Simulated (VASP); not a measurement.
Write the native input for VASP 6.6.1 that does the following.

```
Task                   : single point
Functional             : r2SCAN
Potentials or basis    : VASP PAW PBE potentials, release 64 (Sn_d, Se)
Cutoff                 : 520 eV
k mesh                 : 12 × 12 × 4
Occupations            : gaussian, width 0.02 eV
Spin                   : no spin polarisation
Dipole correction      : no
Further INCAR settings : ALGO = Normal; EDIFF = 1e-06; NBANDS = 20
```

Crystal: SnSe2.

```
CELL_PARAMETERS angstrom
3.87175 0.00000 0.00000
-1.93587 3.35303 0.00000
0.00000 0.00000 6.98808
ATOMIC_POSITIONS crystal
Sn 0.00000 0.00000 0.00000
Se 0.33333 0.66667 0.22815
Se 0.66667 0.33333 0.77185
```

The input as run:

POSCAR

```
SnSe2
1.0
    3.8717475262      0.0000000000      0.0000000000
   -1.9358737631      3.3530317148      0.0000000000
    0.0000000000      0.0000000000      6.9880756110
Sn Se
1 2
Direct
    0.0000000000      0.0000000000      0.0000000000
    0.3333333333      0.6666666667      0.2281475578
    0.6666666667      0.3333333333      0.7718524422
```

INCAR.step1

```
PREC = Accurate
ENCUT = 520
ISMEAR = 0
SIGMA = 0.02
LREAL = F
LASPH = T
NELM = 60
NBANDS = 20
GGA = PE
ALGO = Normal
EDIFF = 1E-4
LWAVE = T
LCHARG = F
```

INCAR.step2

```
PREC = Accurate
ENCUT = 520
EDIFF = 1E-6
ISMEAR = 0
SIGMA = 0.02
LREAL = F
LASPH = T
NELM = 60
ALGO = Normal
ISIF = 2
LWAVE = F
LCHARG = F
METAGGA = R2SCAN
LMIXTAU = T
NBANDS = 20
ISTART = 1
```

KPOINTS

```
Automatic mesh
0
Gamma
  12 12 4
```

Potentials or basis: VASP PAW PBE potentials, release 64 (Sn_d, Se).

The run is started by

```bash
$ cat potpaw_PBE.64/Sn_d/POTCAR potpaw_PBE.64/Se/POTCAR > POTCAR
$ cp INCAR.step1 INCAR
$ mpirun -np 1 vasp_std > vasp.out
$ cp INCAR.step2 INCAR
$ mpirun -np 1 vasp_std > vasp.out
```

It gave:

```yaml
Pressure: -1.8 GPa
Largest_force: 0.257 eV/Å
Band_gap_on_the_k_mesh: 0.98 eV (least direct gap 1.36 eV)
```

Caveat: the PAW data sets were made with another functional, which shifts forces and pressure a little; spin-orbit coupling is left out, which moves the levels of the heavy elements.

Run time: 4.2 min on 1 thread of Intel(R) Xeon(R) Platinum 8559C (Emerald Rapids), on a shared host, peak memory 0.3 GiB.
